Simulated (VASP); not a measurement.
Crystal: GaAs (base).

```
Ga As
1.0
     0.00000    2.87509    2.87509
     2.87509    0.00000    2.87509
     2.87509    2.87509    0.00000
Ga As
1 1
Cartesian
  0.0000 0.0000 0.0000
  4.3126 4.3126 4.3126
```

| Quantity | Value |
| --- | --- |
| Program | VASP 6.6.1 |
| Task | relaxation of cell and atoms |
| Functional | PBEsol |
| Potentials or basis | VASP PAW PBE potentials, release 64 (Ga_d, As) |
| Cutoff | 500 eV |
| k mesh | 10 × 10 × 10 |
| Occupations | gaussian, width 0.01 eV |
| Spin | no spin polarisation |

At the start: pressure -2.9 GPa; volume 23.77 Å³/atom.

Problem. Where does the relaxation end?

Solution. Over 3 steps the energy falls by 9.8 meV/atom and the volume is 22.71 Å³/atom (-4.5 %); space group F-43m (No. 216, to 0.05 Å).

The path:
| step | energy change (eV) | largest force (eV/Å) | pressure (GPa) | volume (Å³) |
| --- | --- | --- | --- | --- |
| 1 | 0.0000 | 0.0000 | -2.86 | 47.53 |
| 2 | -0.0170 | 0.0000 | 1.17 | 44.67 |
| 3 | -0.0197 | 0.0000 | 0.00 | 45.41 |

Final structure:
```
Ga As
1.0
     0.00000    2.83169    2.83169
     2.83169    0.00000    2.83169
     2.83169    2.83169    0.00000
Ga As
1 1
Direct
  0.00000 0.00000 0.00000
  0.75000 0.75000 0.75000
```

Caveat: the PAW data sets were made with another functional, which shifts forces and pressure a little.
